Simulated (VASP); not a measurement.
# Ru (Pm-3m) in VASP: further runs

The runs below take Ru through single point, with revPBE.

Program: VASP 6.6.1. These are calculated values, not measurements. Logs are shortened: lines on timing, memory, paths and dates and some standing lists are left out, and cuts for length are marked.

### 1 The cell of the first run

Symmetry: Pm-3m, No. 221, cubic system. Conventional cell: a = 2.488 Å, b = 2.488 Å, c = 2.488 Å, α = 90.00°, β = 90.00°, γ = 90.00°. Ru (site symmetry m-3m) has 6 Ru at 2.49 Å within 3.3 Å.

This isn't the form of Ru at room conditions, which is hcp.

### 2 Single point, revPBE (15.41 Å³/atom)

Contents of INCAR:

```
PREC     = Accurate       # precision mode
ENCUT    = 520            # plane-wave cutoff, eV
EDIFF    = 1E-6           # SCF threshold, eV
ISMEAR   = -1             # smearing method
SIGMA    = 0.1            # smearing width, eV
LREAL    = F              # projectors in reciprocal space
LASPH    = T              # aspherical terms in the spheres
NELM     = 80             # most SCF steps
ALGO     = Normal         # electronic algorithm
ISIF     = 2              # what is computed and relaxed
LWAVE    = F              # write WAVECAR
LCHARG   = T              # write CHGCAR
GGA      = RE             # functional
LELF     = T              # ELF
LVHAR    = T            
NBANDS   = 13             # bands
```

Contents of KPOINTS:

```
regular mesh
0
Gamma
  14 14 14
```

Contents of POSCAR:

```
Ru
1.0
    2.4883280724      0.0000000000      0.0000000000
    0.0000000000      2.4883280724      0.0000000000
    0.0000000000      0.0000000000      2.4883280724
Ru
1
Direct
    0.0000000000      0.0000000000      0.0000000000
```

Potentials or basis: VASP PAW PBE potentials, release 64 (Ru_pv).

The run is started by

```bash
$ cat potpaw_PBE.64/Ru_pv/POTCAR > POTCAR
$ mpirun -np 1 vasp_std > vasp.out
```

OUTCAR:

```text
PREC = Accurate
   ENCUT = 520
   EDIFF = 1E-6
   ISMEAR = -1
   LREAL = F
   LASPH = T
   NELM = 80
   ISIF = 2
   GGA = RE

 ion  position               nearest neighbor table
   1  0.000  0.000  0.000-

  LATTYP: Found a simple cubic cell.
 ALAT       =     2.4883280724

  Lattice vectors:

 A1 = (   2.4883280724,   0.0000000000,   0.0000000000)
 A2 = (   0.0000000000,   2.4883280724,   0.0000000000)
 A3 = (   0.0000000000,   0.0000000000,   2.4883280724)

Analysis of symmetry for initial positions (statically):
=====================================================================
 Subroutine PRICEL returns:
 Original cell was already a primitive cell.

 Routine SETGRP: Setting up the symmetry group for a
 simple cubic supercell.

 Subroutine GETGRP returns: Found 48 space group operations
 (whereof 48 operations were pure point group operations)
 out of a pool of 48 trial point group operations.

The static configuration has the point symmetry O_h .

Analysis of symmetry for dynamics (positions and initial velocities):
=====================================================================
 Subroutine PRICEL returns:
 Original cell was already a primitive cell.

 Routine SETGRP: Setting up the symmetry group for a
 simple cubic supercell.

 Subroutine GETGRP returns: Found 48 space group operations
 (whereof 48 operations were pure point group operations)
 out of a pool of 48 trial point group operations.

The dynamic configuration has the point symmetry O_h .

 Subroutine INISYM returns: Found 48 space group operations
 (whereof 48 operations are pure point group operations),
 and found     1 'primitive' translations

----------------------------------------------------------------------------------------

                                     Primitive cell

  volume of cell :      15.4072

  direct lattice vectors                    reciprocal lattice vectors
     2.488328072  0.000000000  0.000000000     0.401876268  0.000000000  0.000000000
     0.000000000  2.488328072  0.000000000     0.000000000  0.401876268  0.000000000
     0.000000000  0.000000000  2.488328072     0.000000000  0.000000000  0.401876268

  length of vectors
     2.488328072  2.488328072  2.488328072     0.401876268  0.401876268  0.401876268

  position of ions in fractional coordinates (direct lattice)
     0.000000000  0.000000000  0.000000000

  ion indices of the primitive-cell ions
   primitive index   ion index
                 1           1

----------------------------------------------------------------------------------------

 KPOINTS: regular mesh

Automatic generation of k-mesh.
 Grid dimensions read from file:
 generate k-points for:   14   14   14

 Generating k-lattice:

  Cartesian coordinates                     Fractional coordinates (reciprocal lattice)
     0.028705448  0.000000000  0.000000000     0.071428571  0.000000000  0.000000000
     0.000000000  0.028705448  0.000000000     0.000000000  0.071428571  0.000000000
     0.000000000  0.000000000  0.028705448     0.000000000  0.000000000  0.071428571

  Length of vectors
     0.028705448  0.028705448  0.028705448

  Shift w.r.t. Gamma in fractional coordinates (k-lattice)
     0.000000000  0.000000000  0.000000000

 Subroutine IBZKPT returns following result:
 ===========================================

 Found    120 irreducible k-points:

 Following reciprocal coordinates:
            Coordinates               Weight
  0.000000  0.000000  0.000000      1.000000
  0.071429  0.000000  0.000000      6.000000
  0.142857  0.000000  0.000000      6.000000
  0.214286  0.000000  0.000000      6.000000
  0.285714  0.000000  0.000000      6.000000
  0.357143  0.000000  0.000000      6.000000
[... 16 lines left out ...]
  0.285714  0.214286  0.000000     24.000000
  0.357143  0.214286  0.000000     24.000000
 [... further k-points ...]
   k-points           NKPTS =    120   k-points in BZ     NKDIM =    120   number of bands    NBANDS=     13
   number of dos      NEDOS =    301   number of ions     NIONS =      1
   total plane-waves  NPLWV =   8000
   dimension x,y,z NGX =    20 NGY =   20 NGZ =   20
   dimension x,y,z NGXF=    40 NGYF=   40 NGZF=   40
   ions per type =               1
   NGX,Y,Z   is equivalent  to a cutoff of  13.36, 13.36, 13.36 a.u.
   NGXF,Y,Z  is equivalent  to a cutoff of  26.72, 26.72, 26.72 a.u.
 SYSTEM =  unknown system
   PREC   = accura    normal or accurate (medium, high low for compatibility)
   ISTART =      0    job   : 0-new  1-cont  2-samecut
   ICHARG =      2    charge: 1-file 2-atom 10-const
   ISPIN  =      1    spin polarized calculation?
   LNONCOLLINEAR =      F non collinear calculations
   LSORBIT =      F    spin-orbit coupling
   LASPH  =      T    aspherical Exc in radial PAW
   ENCUT  =  520.0 eV  38.22 Ry    6.18 a.u.   4.63  4.63  4.63*2*pi/ulx,y,z
   NELM   =     80;   NELMIN=  2; NELMDL= -5     # of ELM steps
   EDIFF  = 0.1E-05   stopping-criterion for ELM
   LREAL  =      F    real-space projection
[... 7 lines left out ...]
   TEBEG  =    0.0;   TEEND  =   0.0 temperature during run
   PSTRESS=    0.0 pullay stress
   NELECT =      14.0000    total number of electrons
   NUPDOWN=      -1.0000    fix difference up-down
   EMIN   =  10.00;   EMAX   =-10.00  energy-range for DOS
   EFERMI =   0.00;   METHOD = LEGACY
   ISMEAR =    -1;   SIGMA  =   0.10  broadening in eV -4-tet -1-fermi 0-gaus
   EFERMI_NEDOS =   21; number of points for ismear=-14 and -15
   IALGO  =     38    algorithm
   IMIX   =      4    mixing-type and parameters
     AMIX     =   0.40;   BMIX     =  1.00
     AMIX_MAG =   1.60;   BMIX_MAG =  1.00
  volume/ion in A,a.u.               =      15.41       103.97
  Fermi-wavevector in a.u.,A,eV,Ry     =   1.585659  2.996462 34.209337  2.514315
  Thomas-Fermi vector in A             =   2.685090
   LORBIT       =      0    0 simple, 1 ext, 2 COOP (PROOUT), +10 PAW based schemes
   GGA     = RE    functional components
   LHFCALC =     F    Hartree Fock is set to
   AEXX    =    0.0000 exact exchange contribution
   IVDW    =     0    specifies the selected vdW correction
   LEPSILON=     F    determine dielectric tensor
   LRPA    =     F    only Hartree local field effects (RPA)
 non-spin polarized calculation
  energy-cutoff  :      520.00
  volume of cell :       15.41
 maximum number of plane-waves:       437
 NGX is ok and might be reduce to    20
   NGX =  9   NGY =  9   NGZ =  9

 number of electron      13.9999993 magnetization

 Free energy of the ion-electron system (eV)
  ---------------------------------------------------
  ext. energy  EPLUGINS =         0.00000000
  ---------------------------------------------------
  free energy    TOTEN  =        -7.61565843 eV

  energy without entropy =       -7.56487316  energy(sigma->0) =       -7.59026580

 E-fermi :  10.9914     XC(G=0): -13.1239

 val. band max:       10.9848542049   @ k =   0.5000   0.2143   0.2143
 cond. band min:      11.0357222463   @ k =   0.4286   0.4286   0.2857
 fundamental gap:      0.0508680414
 Fermi energy:        10.9914339653

 k-point     1 :       0.0000    0.0000    0.0000
  band No.  band energies     occupation
      1     -31.4169      2.00000
      2     -31.4169      2.00000
      3     -31.4169      2.00000
      4       3.7353      2.00000
      5       5.4864      2.00000
      6       5.4864      2.00000
      7      12.6796      0.00000
      8      12.6796      0.00000
      9      12.6796      0.00000
     10      21.9871      0.00000
     11      27.8763      0.00000
     12      27.8763      0.00000
     13      27.8763      0.00000

 k-point     2 :       0.0714    0.0000    0.0000
  band No.  band energies     occupation
      1     -31.4764      2.00000
      2     -31.4119      2.00000
      3     -31.4119      2.00000
      4       3.8942      2.00000
      5       5.5218      2.00000
      6       5.6521      2.00000
      7      12.5104      0.00000
      8      12.5104      0.00000
      9      12.6925      0.00000
     10      21.9872      0.00000
     11      26.9262      0.00000
     12      28.1734      0.00000
     13      28.1734      0.00000

 k-point     3 :       0.1429    0.0000    0.0000
  band No.  band energies     occupation
      1     -31.6412      2.00000
      2     -31.3978      2.00000
      3     -31.3978      2.00000
      4       4.3096      2.00000
      5       5.6227      2.00000
      6       6.1740      2.00000
      7      12.0632      0.00004
      8      12.0632      0.00004
      9      12.7287      0.00000
     10      21.9870      0.00000
     11      24.9898      0.00000
     12      28.9934      0.00000
     13      28.9934      0.00000

 k-point     4 :       0.2143    0.0000    0.0000
  band No.  band energies     occupation
      1     -31.8747      2.00000
      2     -31.3774      2.00000
      3     -31.3774      2.00000
      4       4.8485      2.00000
      5       5.7727      2.00000
      6       7.0729      2.00000
      7      11.4745      0.01583
      8      11.4745      0.01583
      9      12.7815      0.00000
     10      21.9866      0.00000
     11      22.9550      0.00000
     12      30.1694      0.00000
     13      30.1694      0.00000

 k-point     5 :       0.2857    0.0000    0.0000
  band No.  band energies     occupation
      1     -32.1277      2.00000
      2     -31.3547      2.00000
      3     -31.3547      2.00000
      4       5.4105      2.00000
      5       5.9454      2.00000
      6       8.2494      2.00000
      7      10.8831      1.49426
      8      10.8831      1.49426
      9      12.8408      0.00000
     10      21.1494      0.00000
     11      21.9880      0.00000
     12      29.5556      0.00000
     13      31.5194      0.00000
[... 257 lines left out ...]
 k-point    22 :       0.2143    0.2143    0.0000
  band No.  band energies     occupation
      1     -31.8408      2.00000
      2     -31.8135      2.00000
      3     -31.3386      2.00000
      4       5.7017      2.00000
      5       6.8440      2.00000
      6       7.7375      2.00000
      7      10.5456      1.97711
      8      11.5074      0.01142
      9      11.7571      0.00095
     10      21.9870      0.00000
     11      24.0536      0.00000
     12      25.1796      0.00000
     13      31.3979      0.00000

 k-point    23 :       0.2857    0.2143    0.0000
  band No.  band energies     occupation
      1     -32.0766      2.00000
      2     -31.7991      2.00000
      3     -31.3163      2.00000
      4       6.0421      2.00000
      5       7.0138      2.00000
      6       8.4230      2.00000
      7      10.7236      1.87148
      8      11.0400      0.76181
      9      11.7438      0.00108
     10      21.9863      0.00000
     11      22.3749      0.00000
     12      25.8193      0.00000
     13      30.7401      0.00000

 k-point    24 :       0.3571    0.2143    0.0000
  band No.  band energies     occupation
      1     -32.2952      2.00000
      2     -31.7748      2.00000
      3     -31.2962      2.00000
      4       6.3465      2.00000
      5       7.0005      2.00000
      6       8.6574      2.00000
      7      10.5782      1.96841
      8      11.8129      0.00054
      9      11.8314      0.00045
     10      20.6105      0.00000
     11      21.9874      0.00000
     12      26.7704      0.00000
     13      30.0861      0.00000

 [... further k-points ...]

------------------------ aborting loop because EDIFF is reached ----------------------------------------

  FORCE on cell =-STRESS in cart. coord.  units (eV):
  Direction    XX          YY          ZZ          XY          YZ          ZX
  --------------------------------------------------------------------------------------
  -------------------------------------------------------------------------------------
  Total        0.9356531      0.9356531      0.9356531      0.0000000      0.0000000     -0.0000000
  in kB       97.2976891     97.2976891     97.2976891      0.0000000      0.0000000     -0.0000000
  external PRESSURE =      97.2976891 kB  Pullay stress =       0.0000000 kB

 VOLUME and BASIS-vectors are now :
 -----------------------------------------------------------------------------
  energy-cutoff  :      520.00
  volume of cell :       15.41
      direct lattice vectors                 reciprocal lattice vectors
     2.488328072  0.000000000  0.000000000     0.401876268  0.000000000  0.000000000
     0.000000000  2.488328072  0.000000000     0.000000000  0.401876268  0.000000000
     0.000000000  0.000000000  2.488328072     0.000000000  0.000000000  0.401876268

 POSITION                                       TOTAL-FORCE (eV/Angst)
 -----------------------------------------------------------------------------------
      0.00000      0.00000      0.00000         0.000000      0.000000      0.000000
 -----------------------------------------------------------------------------------
    total drift:                                0.000000      0.000000      0.000000

  FREE ENERGIE OF THE ION-ELECTRON SYSTEM (eV)
  ---------------------------------------------------
  free  energy   TOTEN  =        -7.6156584317 eV

  energy  without entropy=       -7.5648731591  energy(sigma->0) =       -7.59026580
```

Wall time 21 s (1 thread of Intel Xeon 8259CL, shared host); peak memory 0.14 GiB.

Results:

- Free energy: -7.6157 eV
- Pressure: 9.7 GPa
- Band gap on the k mesh: zero (bands 7 and 8 overlap by 4.62 eV)

Caveat: the cell stands under pressure; an empty level that is flat over the whole mesh can mark a ghost state of the potentials, or a narrow d or f band; the PAW data sets were made with another functional, which shifts forces and pressure a little.

### 3 Single point, revPBE (16.05 Å³/atom)

This run uses another cell than the first one, of 16.05 Å³/atom.

Contents of INCAR:

```
ALGO = Normal
EDIFF = 1E-6
ENCUT = 520
GGA = RE
ISIF = 2
ISMEAR = -1
LASPH = T
LCHARG = F
LREAL = F
LWAVE = F
NBANDS = 13
NELM = 80
PREC = Accurate
SIGMA = 0.1
```

Contents of KPOINTS:

```
k-points
0
Gamma
  14 14 14
```

Contents of POSCAR:

```
Ru
1.0
    2.5224189946      0.0000000000      0.0000000000
    0.0000000000      2.5224189946      0.0000000000
    0.0000000000      0.0000000000      2.5224189946
Ru
1
Direct
    0.0000000000      0.0000000000      0.0000000000
```

Potentials or basis: VASP PAW PBE potentials, release 64 (Ru_pv).

The run is started by

```bash
$ cat potpaw_PBE.64/Ru_pv/POTCAR > POTCAR
$ mpirun -np 1 vasp_std > vasp.out
```

It took 23 s on 1 thread of Intel Xeon 8259CL, shared host; peak memory 0.14 GiB.

The run converged. Its results:

```
Free energy            : -7.6352 eV
Pressure               : 0.2 GPa
Band gap on the k mesh : zero (bands 7 and 8 overlap by 4.34 eV)
```

Levels at points of the mesh, in eV from the Fermi level:
```
           k point  band 5  band 6  band 7  band 8  band 9  band 10
(0.00, 0.00, 0.00)   -5.20   -5.20    1.58    1.58    1.58    11.05
(0.50, 0.00, 0.00)   -4.34   -0.95   -0.95   -0.20    1.83     7.22
(0.50, 0.50, 0.00)   -3.51   -0.46   -0.46    3.44    5.65     5.65
(0.50, 0.50, 0.50)   -4.58   -4.58    3.60    3.60    9.22    11.05
```

Caveat: an empty level that is flat over the whole mesh can mark a ghost state of the potentials, or a narrow d or f band; the PAW data sets were made with another functional, which shifts forces and pressure a little.

[end of part 1 of 2]
